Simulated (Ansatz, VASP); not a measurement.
**Two plane-wave programs on SnSe2**

POSCAR

```
SnSe2
1.0
    4.0110667974      0.0000000000      0.0000000000
   -2.0055333987      3.4736857428      0.0000000000
    0.0000000000      0.0000000000      5.8996357542
Sn Se
1 2
Direct
    0.0000000000      0.0000000000      0.0000000000
    0.3333333333      0.6666666667      0.2565719651
    0.6666666667      0.3333333333      0.7434280349
```

File INCAR.step1:

```
SYSTEM = SnSe2
  PREC = Accurate
  ENCUT = 520
  ISMEAR = -1
  SIGMA = 0.02
  LREAL = .FALSE.
  LASPH = .TRUE.
  NELM = 100
  NBANDS = 20
  GGA = PE
  ALGO = Normal
  EDIFF = 1E-4
  LWAVE = .TRUE.
  LCHARG = .FALSE.
```

INCAR.step2

```
SYSTEM = SnSe2
  PREC = Accurate
  ENCUT = 520
  EDIFF = 1E-6
  ISMEAR = -1
  SIGMA = 0.02
  LREAL = .FALSE.
  LASPH = .TRUE.
  NELM = 100
  ALGO = Normal
  ISIF = 2
  LWAVE = .FALSE.
  LCHARG = .FALSE.
  METAGGA = R2SCAN
  LMIXTAU = .TRUE.
  NBANDS = 20
  ISTART = 1
```

KPOINTS

```
regular mesh
0
G
  12 12 4
  0 0 0
```

Input for Ansatz:

```yaml
crystal:
  lattice:
    - [4.0110667974, 0.0, 0.0]
    - [-2.0055333987, 3.4736857428, 0.0]
    - [0.0, 0.0, 5.8996357542]
  atoms:
    - { symbol: Sn, position: [0.0, 0.0, 0.0] }
    - { symbol: Se, position: [0.3333333333, 0.6666666667, 0.2565719651] }
    - { symbol: Se, position: [0.6666666667, 0.3333333333, 0.7434280349] }
kpoints:
  mp_grid: { grid: [12, 12, 4] }
  band_path:
    path:
      - [0.0, 0.0, 0.0]
      - [0.5, 0.0, 0.0]
      - [0.3333333333, 0.3333333333, 0.0]
      - [0.0, 0.0, 0.5]
      - [0.5, 0.0, 0.5]
      - [0.3333333333, 0.3333333333, 0.5]
      - [-0.083333, 0.041667, 0.0]
    npoints: 1
hamiltonian:
  xc: r2scan
scf:
  occupations: { method: fermi_dirac, width: 0.02 }
  n_extra_bands: 4
output:
  forces: true
  stress: true
  eigenvalues: true
  write_density: true
  write_potential: true
  elf: true
  volumetric_format: npy
```

Change from the starting cell: epitaxial_xy strain +4.9%.

Alike in both runs: task single point; functional r2SCAN; k mesh 12 × 12 × 4; occupations fermi-dirac, width 0.02 eV; no spin polarisation.

|  | VASP | Ansatz |
| --- | --- | --- |
| version | VASP 6.6.1 | Ansatz 0.2.0 |
| potentials or method | VASP PAW PBE potentials, release 64 (Sn_d, Se) | plane waves, PAW |
| plane-wave cutoff (eV) | 520 | 500 |
| valence electrons in the cell | 26 | 46 |

Ansatz gave:

| Quantity | Value |
| --- | --- |
| pressure (GPa) | -2.5 |
| traceless stress, the component that is largest in VASP (GPa) | 3.35 |
| rms of the force components (eV/Å) | 0.009 |

Problem. What did VASP give for the same quantities?

Solution. Pressure (GPa): -2.4; traceless stress, the component that is largest in VASP (GPa): 3.34; rms of the force components (eV/Å): 0.005.

VASP's potentials were made for PBE, not for r2SCAN. Atom by atom the forces differ by 0.004 eV/Å (rms over components). With one functional, cell and mesh, what is left measures potentials, basis and numerics. VASP's potentials hold 26 valence electrons a cell and Ansatz's 46, so a difference there can come from the potentials and not from the codes.
